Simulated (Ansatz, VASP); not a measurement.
Given: the input of a run of VASP 6.6.1 on Cd3Se.

File INCAR:

```
SYSTEM = Cd3Se
PREC = Accurate
ENCUT = 520
EDIFF = 1E-6
ISMEAR = -1
SIGMA = 0.05
LREAL = .False.
LASPH = .True.
NELM = 60
ALGO = Normal
ISIF = 2
LWAVE = .False.
LCHARG = .False.
GGA = CA
NBANDS = 29
```

File KPOINTS:

```
regular mesh
0
Gamma
  9 9 9
  0 0 0
```

POSCAR

```
Cd3Se
1.0
   -2.0544696389      2.0544696389      6.1273929629
    2.0544696389     -2.0544696389      6.1273929629
    2.0544696389      2.0544696389     -6.1273929629
Cd Se
3 1
Direct
    0.5000000000      0.5000000000      0.0000000000
    0.2500000000      0.7500000000      0.5000000000
    0.7500000000      0.2500000000      0.5000000000
    0.0000000000      0.0000000000      0.0000000000
```

Potentials or basis: VASP PAW LDA potentials, release 64 (Cd, Se).

The run is started by

```console
$ cat potpaw_LDA.64/Cd/POTCAR potpaw_LDA.64/Se/POTCAR > POTCAR
$ mpirun -np 1 vasp_std > vasp.out
```

Question: Set up the same calculation for Ansatz 0.2.0. Potentials there: Ansatz PAW.

Answer: As run (the cutoff follows the program's own potentials):

File input.yaml:

```yaml
crystal:
  lattice:
    - [-2.0544696389, 2.0544696389, 6.1273929629]
    - [2.0544696389, -2.0544696389, 6.1273929629]
    - [2.0544696389, 2.0544696389, -6.1273929629]
  atoms:
    - { symbol: Cd, position: [0.5, 0.5, 0.0] }
    - { symbol: Cd, position: [0.25, 0.75, 0.5] }
    - { symbol: Cd, position: [0.75, 0.25, 0.5] }
    - { symbol: Se, position: [0.0, 0.0, 0.0] }
hamiltonian:
  xc: lda
  pseudopotentials: { kind: paw }
kpoints:
  mp_grid: { grid: [9, 9, 9] }
scf:
  occupations: { method: fermi_dirac, width: 0.05 }
output:
  forces: true
  stress: true
  eigenvalues: true
```

Potentials or basis: Ansatz PAW.

Run with:

```console
$ ansatz run input.yaml --threads 2 --pin off --max-ram 5632MiB --backend cpu --events-out ev --progress --plain --runs-dir out
```

Both were run:

|  | VASP | Ansatz | Ansatz less VASP |
| --- | --- | --- | --- |
| gap on the k mesh at the Fermi level (eV) | none | none | - |
| pressure (GPa) | -5.9 | -6.1 | -0.25 |
| traceless stress, the component that is largest in VASP (GPa) | 2.63 | 2.81 | +0.180 |

LDA's correlation is that of Perdew and Zunger in VASP and of Perdew and Wang (1992) in Ansatz. A gap of «none» marks a metal or a gap that the smearing closes. VASP's potentials hold 42 valence electrons a cell and Ansatz's 76, so a difference there can come from the potentials and not from the codes.
